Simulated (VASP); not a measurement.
Set up this calculation in VASP 6.6.1, as the native input.

```
Task                   : single point
Functional             : PBE
Potentials or basis    : VASP PAW PBE potentials, release 64 (Rb_sv)
Cutoff                 : 520 eV
k mesh                 : 6 × 6 × 6
Occupations            : gaussian, width 0.05 eV
Spin                   : no spin polarisation
Dipole correction      : no
Further INCAR settings : ALGO = Normal; EDIFF = 1e-07; NBANDS = 10
```

The structure of Rb lies in POSCAR:

```
Rb
1.0
    0.0000000000      3.5261678621      3.5261678621
    3.5261678621      0.0000000000      3.5261678621
    3.5261678621      3.5261678621      0.0000000000
Rb
1
Direct
    0.0000000000      0.0000000000      0.0000000000
```

This isn't the form of Rb at room conditions, which is bcc.

These files were run (other wordings do the same):

INCAR

```
SYSTEM = Rb
PREC = Accurate
ENCUT = 520
EDIFF = 1E-7
ISMEAR = 0
SIGMA = 0.05
LREAL = .FALSE.
LASPH = .TRUE.
NELM = 80
ALGO = Normal
ISIF = 2
LWAVE = .FALSE.
LCHARG = .FALSE.
GGA = PE
NBANDS = 10
```

KPOINTS

```
regular mesh
0
G
  6 6 6
  0 0 0
```

Potentials or basis: VASP PAW PBE potentials, release 64 (Rb_sv).

Run with:

```sh
$ cat potpaw_PBE.64/Rb_sv/POTCAR > POTCAR
$ mpirun -np 1 vasp_std > vasp.out
```

It gave:

```yaml
Pressure: 0.1 GPa
Band_gap_on_the_k_mesh: zero (an odd number of electrons rules out a gap without spin polarisation)
```

Wall time 24 s on 1 thread of Oxide Virtual Turin-like Processor (shared host), peak memory 0.19 GiB.
